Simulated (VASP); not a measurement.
A run of VASP 6.6.1 is set up as follows.

The input INCAR:

```
  ALGO = Normal
  EDIFF = 1E-7
  ENCUT = 520
  GGA = PE
  ISIF = 2
  ISMEAR = 0
  LASPH = True
  LCHARG = False
  LREAL = False
  LWAVE = False
  NBANDS = 11
  NELM = 60
  PREC = Accurate
  SIGMA = 0.1
```

Contents of KPOINTS:

```
k-points
0
Gamma
  16 16 16
```

POSCAR

```
MgS
1.0
    3.2761386674      0.0000000000      0.0000000000
    0.0000000000      3.2761386674      0.0000000000
    0.0000000000      0.0000000000      3.2761386674
Mg S
1 1
Direct
    0.0000000000      0.0000000000      0.0000000000
    0.5000000000      0.5000000000      0.5000000000
```

Potentials or basis: VASP PAW PBE potentials, release 64 (Mg, S).

Launch:

```console
$ cat potpaw_PBE.64/Mg/POTCAR potpaw_PBE.64/S/POTCAR > POTCAR
$ mpirun -np 1 vasp_std > vasp.out
```

Question: Estimate the band gap on the k mesh.

Answer: Zero (band 4 reaches 5.35 eV, above the bottom of band 5 at 5.12 eV).

Question: Predict the pressure.

Answer: -0.3 GPa.
